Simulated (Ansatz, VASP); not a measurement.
CdSe in VASP and in Ansatz

```
Cd Se
1.0
     4.30000    0.00000    0.00000
    -2.15000    3.72391    0.00000
     0.00000    0.00000    7.02000
Cd Se
2 2
Direct
  0.66667 0.33333 0.50000
  0.33333 0.66667 0.00000
  0.66667 0.33333 0.88500
  0.33333 0.66667 0.38500
```

Alike in both runs: task single point; functional PBE; k mesh 7 × 7 × 4; occupations gaussian, width 0.026 eV; no spin polarisation.

|  | VASP | Ansatz |
| --- | --- | --- |
| version | VASP 6.6.1 | Ansatz 0.2.0 |
| potentials or method | VASP PAW PBE potentials, release 64 (Cd, Se) | Ansatz PAW |
| plane-wave cutoff (eV) | 520 | 420 |
| valence electrons in the cell | 36 | 72 |

|  | VASP | Ansatz | Ansatz less VASP |
| --- | --- | --- | --- |
| gap on the k mesh at the Fermi level (eV) | 0.70 | 0.70 | 0.000 |
| least direct gap on the mesh (eV) | 0.70 | 0.70 | 0.000 |
| pressure (GPa) | 3.3 | 3.0 | -0.33 |
| traceless stress, the component that is largest in VASP (GPa) | -1.40 | -1.35 | +0.053 |
| rms of the force components (eV/Å) | 0.168 | 0.163 | -0.0055 |

Atom by atom the forces differ by 0.006 eV/Å (rms over components). The functional is the same, so the differences come from potentials, cutoffs and numerics. VASP's potentials hold 36 valence electrons a cell and Ansatz's 72, so a difference there can come from the potentials and not from the codes.

Noted on Ansatz's run: odd divisions of the mesh miss points on the zone boundary, where band edges often lie, so the gap on the mesh can be too wide.
